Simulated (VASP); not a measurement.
# PbS in VASP: a series of runs

Runs on PbS. Level: PBE+D3(BJ). Tasks: single point, relaxation of cell and atoms.

All numbers are computed with VASP 6.6.1; they aren't measurements. Logs are shortened: lines on timing, memory, paths and dates and some standing lists are left out, and cuts for length are marked.

## (1) The cell of the first run

The typed cell holds 4 atoms: a = 4.196 Å, b = 4.196 Å, c = 5.935 Å, α = 90.00°, β = 90.00°, γ = 90.00°.

## (2) Single point, PBE+D3(BJ)

File INCAR:

```
  PREC = Accurate
  ENCUT = 500
  EDIFF = 1E-6
  ISMEAR = 0
  SIGMA = 0.02
  LREAL = F
  LASPH = T
  NELM = 120
  ALGO = Normal
  ISIF = 2
  LWAVE = F
  LCHARG = T
  GGA = PE
  IVDW = 12
  LELF = T
  LVHAR = T
  NBANDS = 28
  GGA_COMPAT = F
```

File KPOINTS:

```
regular mesh
0
Gamma
  8 8 6
```

File POSCAR:

```
PbS
1.0
    2.9614765723     -2.9670407458      0.1816209094
    2.9614765723      2.9670407458      0.1816209094
   -0.3633244078      0.0000000000      5.9243026080
Pb S
2 2
Direct
    0.7499985747      0.7499985747      0.7499492217
    0.2500014253      0.2500014253      0.2500507783
    0.2500053794      0.2500053794      0.7498460574
    0.7499946206      0.7499946206      0.2501539426
```

Potentials or basis: VASP PAW PBE potentials, release 64 (Pb_d, S).

The run is started by

```console
> cat potpaw_PBE.64/Pb_d/POTCAR potpaw_PBE.64/S/POTCAR > POTCAR
> mpirun -np 1 vasp_std > vasp.out
```

OUTCAR:

```text
PREC = Accurate
   ENCUT = 500
   EDIFF = 1E-6
   ISMEAR = 0
   LREAL = F
   LASPH = T
   NELM = 120
   ISIF = 2
   GGA = PE
   IVDW = 12
 IVDW          = 12

 ion  position               nearest neighbor table
   1  0.750  0.750  0.750-   4 2.97   3 2.97   3 2.97   3 2.97   3 2.97   4 2.97
   2  0.250  0.250  0.250-   3 2.97   4 2.97   4 2.97   4 2.97   4 2.97   3 2.97
   3  0.250  0.250  0.750-   2 2.97   1 2.97   1 2.97   1 2.97   1 2.97   2 2.97
   4  0.750  0.750  0.250-   1 2.97   2 2.97   2 2.97   2 2.97   2 2.97   1 2.97

  LATTYP: Found a simple tetragonal cell.
 ALAT       =     4.1960291265
 C/A-ratio  =     1.4145357230

  Lattice vectors:

 A1 = (   2.9614765723,  -2.9670407458,   0.1816209094)
 A2 = (   2.9614765723,   2.9670407458,   0.1816209094)
 A3 = (  -0.3633244078,   0.0000000000,   5.9243026080)

Analysis of symmetry for initial positions (statically):
=====================================================================
 Subroutine PRICEL returns:
 Original cell was already a primitive cell.

 Routine SETGRP: Setting up the symmetry group for a
 simple tetragonal supercell.

 Subroutine GETGRP returns: Found  4 space group operations
 (whereof  4 operations were pure point group operations)
 out of a pool of 16 trial point group operations.

The static configuration has the point symmetry C_2h.

Analysis of symmetry for dynamics (positions and initial velocities):
=====================================================================
 Subroutine PRICEL returns:
 Original cell was already a primitive cell.

 Routine SETGRP: Setting up the symmetry group for a
 simple tetragonal supercell.

 Subroutine GETGRP returns: Found  4 space group operations
 (whereof  4 operations were pure point group operations)
 out of a pool of 16 trial point group operations.

The dynamic configuration has the point symmetry C_2h.

 Subroutine INISYM returns: Found  4 space group operations
 (whereof  4 operations are pure point group operations),
 and found     1 'primitive' translations

----------------------------------------------------------------------------------------

                                     Primitive cell

  volume of cell :     104.5032

  direct lattice vectors                    reciprocal lattice vectors
[... 89 lines left out ...]
   ENCUT  =  500.0 eV  36.75 Ry    6.06 a.u.   7.65  7.65 10.82*2*pi/ulx,y,z
   NELM   =    120;   NELMIN=  2; NELMDL= -5     # of ELM steps
   EDIFF  = 0.1E-05   stopping-criterion for ELM
   LREAL  =      F    real-space projection
   EDIFFG = 0.1E-04   stopping-criterion for IOM
   NSW    =      0    number of steps for IOM
   IBRION =     -1    ionic relax: 0-MD 1-quasi-New 2-CG
   NFREE  =      0    steps in history (QN), initial steepest desc. (CG)
   ISIF   =      2    stress and relaxation
   ISYM   =      2    0-nonsym 1-usesym 2-fastsym
   POTIM  = 0.5000    time-step for ionic-motion
   TEBEG  =    0.0;   TEEND  =   0.0 temperature during run
   PSTRESS=    0.0 pullay stress
   NELECT =      40.0000    total number of electrons
   NUPDOWN=      -1.0000    fix difference up-down
   EMIN   =  10.00;   EMAX   =-10.00  energy-range for DOS
   EFERMI =   0.00;   METHOD = LEGACY
   ISMEAR =     0;   SIGMA  =   0.02  broadening in eV -4-tet -1-fermi 0-gaus
   EFERMI_NEDOS =   21; number of points for ismear=-14 and -15
   IALGO  =     38    algorithm
   IMIX   =      4    mixing-type and parameters
     AMIX     =   0.40;   BMIX     =  1.00
     AMIX_MAG =   1.60;   BMIX_MAG =  1.00
  volume/ion in A,a.u.               =      26.13       176.31
  Fermi-wavevector in a.u.,A,eV,Ry     =   1.188644  2.246211 19.223316  1.412874
  Thomas-Fermi vector in A             =   2.324769
   LORBIT       =      0    0 simple, 1 ext, 2 COOP (PROOUT), +10 PAW based schemes
   GGA     = PE    functional components
   LHFCALC =     F    Hartree Fock is set to
   AEXX    =    0.0000 exact exchange contribution
   IVDW    =    12    specifies the selected vdW correction
   LEPSILON=     F    determine dielectric tensor
   LRPA    =     F    only Hartree local field effects (RPA)
 non-spin polarized calculation
 Gauss-broadening in eV      SIGMA  =   0.02
  energy-cutoff  :      500.00
  volume of cell :      104.50
 maximum number of plane-waves:      2701
   NGX = 15   NGY = 15   NGZ = 21

 number of electron      39.9999994 magnetization

 Free energy of the ion-electron system (eV)
  ---------------------------------------------------
  ext. energy  EPLUGINS =         0.00000000
  ---------------------------------------------------
  free energy    TOTEN  =       -17.51304241 eV

  energy without entropy =      -17.51304241  energy(sigma->0) =      -17.51304241

 E-fermi :   5.9044     XC(G=0):  -9.6750

 val. band max:        5.8018039785   @ k =   0.5000   0.0000   0.5000
 cond. band min:       6.1709896735   @ k =   0.5000   0.0000   0.5000
 fundamental gap:      0.3691856950
 Fermi energy:         5.9044372931

 k-point     1 :       0.0000    0.0000    0.0000
  band No.  band energies     occupation
      1     -11.1569      2.00000
      2     -11.0452      2.00000
      3     -11.0201      2.00000
      4     -11.0201      2.00000
      5     -11.0199      2.00000
      6     -11.0036      2.00000
[... 733 lines left out ...]
     27      11.4238      0.00000
     28      12.4496      0.00000

 [... further k-points ...]

------------------------ aborting loop because EDIFF is reached ----------------------------------------

 Edisp (eV)   -1.38663

 E8    (eV) :    -0.6244

  FORCE on cell =-STRESS in cart. coord.  units (eV):
  Direction    XX          YY          ZZ          XY          YZ          ZX
  --------------------------------------------------------------------------------------
  -------------------------------------------------------------------------------------
  Total      -0.04565    -0.04565    -0.04547     0.00000     0.00000    -0.00002
  in kB      -0.69981    -0.69988    -0.69711     0.00000     0.00000    -0.00028
  external pressure =       -0.70 kB  Pullay stress =        0.00 kB

 VOLUME and BASIS-vectors are now :
 -----------------------------------------------------------------------------
  energy-cutoff  :      500.00
  volume of cell :      104.50
      direct lattice vectors                 reciprocal lattice vectors
     2.961476572 -2.967040746  0.181620909     0.168202072 -0.168518077  0.010315462
     2.961476572  2.967040746  0.181620909     0.168202072  0.168518077  0.010315462
    -0.363324408  0.000000000  5.924302608    -0.010313117  0.000000000  0.168163758

 POSITION                                       TOTAL-FORCE (eV/Angst)
 -----------------------------------------------------------------------------------
      4.16973      0.00000      4.71536        -0.000025      0.000000      0.000695
      1.38990      0.00000      1.57219         0.000025      0.000000     -0.000695
      1.20833      0.00000      4.53313        -0.000115      0.000000      0.001213
      4.35130      0.00000      1.75442         0.000115      0.000000     -0.001213
 -----------------------------------------------------------------------------------
    total drift:                                0.000000      0.000000     -0.000000

  FREE ENERGIE OF THE ION-ELECTRON SYSTEM (eV)
  ---------------------------------------------------
  free  energy   TOTEN  =       -18.8996742431 eV

  energy  without entropy=      -18.8996742431  energy(sigma->0) =      -18.89967424
```

stdout:

```text
POSCAR found type information on POSCAR PbS
 POSCAR found :  2 types and       4 ions
 scaLAPACK will be used
 LDA part: xc-table for (Slater+PW92), standard interpolation
 POSCAR, INCAR and KPOINTS ok, starting setup
 FFT: planning ... GRIDC
 FFT: planning ... GRID_SOFT
 FFT: planning ... GRID
 WAVECAR not read
 entering main loop
```

Run time: 5.6 min. Hardware: 1 thread of AMD EPYC 7R13, shared host; peak memory 0.37 GiB.

Results:

```
Free energy                : -18.8997 eV
Pressure                   : -0.1 GPa
Band gap on the k mesh     : 0.37 eV
Dispersion energy per atom : -0.347 eV
```

Caveat: spin-orbit coupling is left out, which moves the levels of the heavy elements. A k mesh can miss the band edges.

## (3) Relaxation of cell and atoms, PBE+D3(BJ)

File INCAR:

```
SYSTEM = PbS
PREC = Accurate
ENCUT = 500
EDIFF = 1E-7
ISMEAR = 0
SIGMA = 0.02
LREAL = .FALSE.
LASPH = .TRUE.
NELM = 120
ALGO = Normal
ISIF = 3
LWAVE = .FALSE.
LCHARG = .FALSE.
GGA = PE
IVDW = 12
IBRION = 2
NSW = 100
EDIFFG = -0.005
GGA_COMPAT = .FALSE.
NELMIN = 4
```

File KPOINTS:

```
regular mesh
0
G
  8 8 6
  0 0 0
```

File POSCAR:

```
PbS
1.0
    2.9590534544     -2.9645927010      0.1814803357
    2.9590534544      2.9645927010      0.1814803357
   -0.3641964982      0.0000000000      5.9387847061
Pb S
2 2
Direct
    0.7500168782      0.7500168782      0.7499299708
    0.2499831218      0.2499831218      0.2500700292
    0.2500274680      0.2500274680      0.7497205643
    0.7499725320      0.7499725320      0.2502794357
```

Potentials or basis: VASP PAW PBE potentials, release 64 (Pb_d, S).

The run is started by

```console
> cat potpaw_PBE.64/Pb_d/POTCAR potpaw_PBE.64/S/POTCAR > POTCAR
> mpirun -np 1 vasp_std > vasp.out
```

Run time: 12 min. Hardware: 1 thread of AMD EPYC 7R13, shared host; peak memory 0.36 GiB.

It converged, with:

* Free energy: -18.8997 eV
* Relaxed volume: 26.10 Å³/atom
* Relaxed cell: a = 4.194 Å, b = 4.194 Å, c = 5.933 Å, α = 90.00°, β = 90.00°, γ = 90.00°
* Space group after relaxing (to 0.05 Å): Fm-3m (No. 225)
* Energy gained by relaxing: 0.1 meV/atom
* Ionic steps: 4
* Pressure after relaxing: 0.0 GPa
* Band gap on the k mesh: 0.37 eV
* Dispersion energy per atom: -0.347 eV

Step by step:
```tsv
step	energy change (eV)	largest force (eV/Å)	pressure (GPa)	volume (Å³)
1	0.0000	0.0021	-0.12	104.59
2	-0.0004	0.0021	0.04	104.29
3	-0.0004	0.0021	0.03	104.32
4	-0.0004	0.0020	-0.01	104.38
```

Final structure:
```
CELL_PARAMETERS angstrom
2.96038 -2.96594 0.18156
2.96038 2.96594 0.18156
-0.36316 0.00000 5.92174
ATOMIC_POSITIONS crystal
Pb 0.75002 0.75002 0.74994
Pb 0.24998 0.24998 0.25006
S 0.25003 0.25003 0.74975
S 0.74997 0.74997 0.25025
```

Levels at points of the mesh, in eV from the valence-band top:
| k point | band 17 | band 18 | band 19 | band 20 | band 21 | band 22 | band 23 | band 24 |
| --- | --- | --- | --- | --- | --- | --- | --- | --- |
| (0.00, 0.00, 0.00) | -3.44 | -2.17 | -2.17 | -2.17 | 3.87 | 5.21 | 5.21 | 5.21 |
| (0.50, 0.00, 0.00) | -1.90 | -1.90 | -0.80 | -0.80 | 1.43 | 1.43 | 2.44 | 2.44 |
| (0.50, 0.50, 0.00) | -3.44 | -3.44 | -3.44 | -3.44 | 3.86 | 3.86 | 5.58 | 5.58 |
| (0.00, 0.00, 0.50) | -2.83 | -2.83 | -1.73 | -1.72 | 2.43 | 2.44 | 4.74 | 4.75 |
| (0.50, 0.00, 0.50) | -1.78 | -1.78 | 0.00 | 0.00 | 0.37 | 0.37 | 1.96 | 1.96 |
| (0.50, 0.50, 0.50) | -4.42 | -4.42 | -1.03 | -1.03 | 2.19 | 2.19 | 4.66 | 4.67 |

Caveat: spin-orbit coupling is left out, which moves the levels of the heavy elements. A k mesh can miss the band edges.
